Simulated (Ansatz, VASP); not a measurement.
Sr2CuSO2 in VASP and in Ansatz

File INCAR:

```
SYSTEM = Sr2CuSO2
  PREC = Accurate
  ENCUT = 520
  EDIFF = 1E-6
  ISMEAR = -1
  SIGMA = 0.05
  LREAL = .FALSE.
  LASPH = .TRUE.
  NELM = 60
  ALGO = Normal
  ISIF = 2
  LWAVE = .FALSE.
  LCHARG = .FALSE.
  GGA = PE
  NBANDS = 34
```

The input KPOINTS:

```
regular mesh
0
G
  7 7 4
  0 0 0
```

The input POSCAR:

```
Sr2CuSO2
1.0
    3.9788789603      0.0000000000      0.0000000000
    0.0000000000      3.9788789603      0.0000000000
    0.0000000000      0.0000000000      7.0162413227
Sr Cu S O
2 1 1 2
Direct
    0.0000000000      0.0000000000      0.7508430000
    0.0000000000      0.0000000000      0.2491570000
    0.5000000000      0.5000000000      0.0000000000
    0.5000000000      0.5000000000      0.5000000000
    0.5000000000      0.0000000000      0.0000000000
    0.0000000000      0.5000000000      0.0000000000
```

The input input.yaml:

```yaml
crystal:
  lattice:
    - [3.9788789603, 0.0, 0.0]
    - [0.0, 3.9788789603, 0.0]
    - [0.0, 0.0, 7.0162413227]
  atoms:
    - { symbol: Sr, position: [0.0, 0.0, 0.750843] }
    - { symbol: Sr, position: [0.0, 0.0, 0.249157] }
    - { symbol: Cu, position: [0.5, 0.5, 0.0] }
    - { symbol: S, position: [0.5, 0.5, 0.5] }
    - { symbol: O, position: [0.5, 0.0, 0.0] }
    - { symbol: O, position: [0.0, 0.5, 0.0] }
hamiltonian:
  xc: pbe
  pseudopotentials: { kind: paw }
kpoints:
  mp_grid: { grid: [7, 7, 4] }
scf:
  occupations: { method: fermi_dirac, width: 0.05 }
output:
  forces: true
  stress: true
  eigenvalues: true
```

Alike in both runs: task single point; functional PBE; k mesh 7 × 7 × 4; occupations fermi-dirac, width 0.05 eV; no spin polarisation.

```csv
,VASP,Ansatz
version,VASP 6.6.1,Ansatz 0.2.0
potentials or method,"VASP PAW PBE potentials, release 64 (Sr_sv, Cu, S, O)",Ansatz PAW
plane-wave cutoff (eV),520,420
valence electrons in the cell,49,57
```

Ansatz gave:

| Item | Value |
| --- | --- |
| gap on the k mesh at the Fermi level (eV) | none |
| pressure (GPa) | -4.4 |
| traceless stress, the component that is largest in VASP (GPa) | 1.07 |
| rms of the force components (eV/Å) | 0.134 |

Question: Which values does VASP return?

Answer: gap on the k mesh at the Fermi level (eV): none; pressure (GPa): -4.1; traceless stress, the component that is largest in VASP (GPa): 0.94; rms of the force components (eV/Å): 0.121.

Atom by atom the forces differ by 0.012 eV/Å (rms over components). A gap of «none» marks a metal or a gap that the smearing closes. With one functional, cell and mesh, what is left measures potentials, basis and numerics. VASP's potentials hold 49 valence electrons a cell and Ansatz's 57, so a difference there can come from the potentials and not from the codes.
